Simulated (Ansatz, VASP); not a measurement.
**Ag in VASP and in Ansatz**

```
Ag
1.0
     0.00000    2.07454    2.07454
     2.07454    0.00000    2.07454
     2.07454    2.07454    0.00000
Ag
1
Direct
  0.00000 0.00000 0.00000
```

Alike in both runs: functional PBE; k mesh 18 × 18 × 18; occupations fermi-dirac, width 0.15 eV; no spin polarisation.

Ansatz relaxed the structure, and its values are those at the end. VASP's run is a single point on that final structure, the one shown.

|  | VASP | Ansatz |
| --- | --- | --- |
| version | VASP 6.6.1 | Ansatz 0.2.0 |
| potentials or method | VASP PAW PBE potentials, release 64 (Ag), cutoff 520 eV | scalar-relativistic, plane waves, PAW |
| valence electrons in the cell | 11 | 19 |

VASP gave:

```
gap on the k mesh at the Fermi level (eV) : none
pressure (GPa)                            : -0.1
```

Problem. What did Ansatz give for the same quantities?

Solution. gap on the k mesh at the Fermi level (eV): none; pressure (GPa): 0.0.

A gap of «none» marks a metal or a gap that the smearing closes. With one functional, cell and mesh, what is left measures potentials, basis and numerics. VASP's potentials hold 11 valence electrons a cell and Ansatz's 19, so a difference there can come from the potentials and not from the codes.
